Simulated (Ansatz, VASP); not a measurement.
## Two plane-wave programs on MgO

```
Mg O
1.0
     0.00000    2.10850    2.10850
     2.10850    0.00000    2.10850
     2.10850    2.10850    0.00000
Mg O
1 1
Direct
  0.00000 0.00000 0.00000
  0.50000 0.50000 0.50000
```

Alike in both runs: functional PBE; k mesh 8 × 8 × 8; occupations fermi-dirac, width 0.02 eV; no spin polarisation.

Ansatz relaxed the structure, and its values are those at the end. VASP's run is a single point on that final structure, the one shown.

|  | VASP | Ansatz |
| --- | --- | --- |
| version | VASP 6.6.1 | Ansatz 0.2.0 |
| potentials or method | VASP PAW PBE potentials, release 64 (Mg, O) | plane-wave PAW, scalar-relativistic |
| plane-wave cutoff (eV) | 520 | 420 |
| valence electrons in the cell | 8 | 16 |

Ansatz gave:

* gap on the k mesh at the Fermi level (eV): 4.71
* pressure (GPa): 4.1

Question: Estimate VASP's values.

Answer: gap on the k mesh at the Fermi level (eV): 4.69; pressure (GPa): 3.4.

VASP's potentials hold 8 valence electrons a cell and Ansatz's 16, so a difference there can come from the potentials and not from the codes. Ansatz's warnings: stress scf threshold loose.
